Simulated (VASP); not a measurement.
Write the native input for VASP 6.6.1 that does the following.

* Task: single point
* Functional: r2SCAN
* Potentials or basis: VASP PAW PBE potentials, release 64 (Zn, S)
* Cutoff: 520 eV
* k mesh: 8 × 8 × 8
* Occupations: gaussian, width 0.05 eV
* Spin: no spin polarisation
* Dipole correction: no
* Further INCAR settings: ALGO = Normal; EDIFF = 1e-07; NBANDS = 16

ZnS:

```
Zn S
1.0
     0.00000    2.48828    2.59646
     2.48828    0.00000    2.59646
     2.48828    2.48828    0.00000
Zn S
1 1
Direct
  0.00000 0.00000 0.00000
  0.75000 0.75000 0.75000
```

This cell differs from its parent crystal: strain -0.080 along x and y, -0.040 along z.

These files were run (other wordings do the same):

POSCAR

```
ZnS
1.0
    0.0000000000      2.4882780000      2.5964640000
    2.4882780000      0.0000000000      2.5964640000
    2.4882780000      2.4882780000      0.0000000000
Zn S
1 1
Direct
    0.0000000000      0.0000000000      0.0000000000
    0.7500000000      0.7500000000      0.7500000000
```

INCAR.step1

```
PREC = Accurate ; ENCUT = 520
ISMEAR = 0 ; SIGMA = 0.05
LREAL = F ; LASPH = T
NELM = 60 ; NBANDS = 16
GGA = PE ; ALGO = Normal
EDIFF = 1E-4 ; LWAVE = T
LCHARG = F
```

INCAR.step2

```
PREC = Accurate ; ENCUT = 520
EDIFF = 1E-7 ; ISMEAR = 0
SIGMA = 0.05 ; LREAL = F
LASPH = T ; NELM = 60
ALGO = Normal ; ISIF = 2
LWAVE = F ; LCHARG = T
METAGGA = R2SCAN ; LMIXTAU = T
LELF = T ; LVHAR = T
NBANDS = 16 ; ISTART = 1
```

KPOINTS

```
Automatic mesh
0
Gamma
  8 8 8
```

Potentials or basis: VASP PAW PBE potentials, release 64 (Zn, S).

Command:

```bash
$ cat potpaw_PBE.64/Zn/POTCAR potpaw_PBE.64/S/POTCAR > POTCAR
$ cp INCAR.step1 INCAR
$ mpirun -np 1 vasp_std > vasp.out
$ cp INCAR.step2 INCAR
$ mpirun -np 1 vasp_std > vasp.out
```

Results of the run:

- Pressure: 23.8 GPa
- Band gap on the k mesh: 3.03 eV, indirect (least direct gap 3.61 eV)

Caveat: the cell differs from its parent crystal (strain -0.080 along x and y, -0.040 along z); the PAW data sets were made with another functional, which shifts forces and pressure a little.

Run time: 79 s on 1 thread of Intel(R) Xeon(R) Platinum 8559C (Emerald Rapids), with other jobs on the host, peak memory 0.18 GiB.
